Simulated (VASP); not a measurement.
A run of VASP 6.6.1:

INCAR

```
SYSTEM = Rb2Sb
ALGO = Fast
EDIFF = 1E-6
ENCUT = 520
GGA = PE
ISIF = 2
ISMEAR = 0
LASPH = .TRUE.
LCHARG = .FALSE.
LREAL = .FALSE.
LWAVE = .FALSE.
NBANDS = 32
NELM = 100
PREC = Accurate
SIGMA = 0.1
```

The input KPOINTS:

```
k-points
0
G
  6 6 6
  0 0 0
```

The input POSCAR:

```
Rb2Sb
1.0
    8.0482074985      0.0000000000      0.0000000000
    0.0000000000      8.0482074985      0.0000000000
    0.0000000000      0.0000000000      8.0482074985
Rb Sb
4 2
Direct
    0.2500000000      0.2500000000      0.2500000000
    0.2500000000      0.7500000000      0.7500000000
    0.7500000000      0.7500000000      0.2500000000
    0.7500000000      0.2500000000      0.7500000000
    0.0000000000      0.0000000000      0.0000000000
    0.5000000000      0.5000000000      0.5000000000
```

Potentials or basis: VASP PAW PBE potentials, release 64 (Rb_sv, Sb).

Run with:

```console
$ cat potpaw_PBE.64/Rb_sv/POTCAR potpaw_PBE.64/Sb/POTCAR > POTCAR
$ mpirun -np 1 vasp_std > vasp.out
```

Hardware: 1 thread of AMD EPYC 9R45 96-Core Processor (Zen 5), on a shared host.

**Question.** How long does it take, and how much memory?

**Answer.** Wall time 4.2 min on 1 thread of AMD EPYC 9R45 96-Core Processor (Zen 5) (shared host), peak memory 0.61 GiB. Counts: scf iterations 22, k points 20.
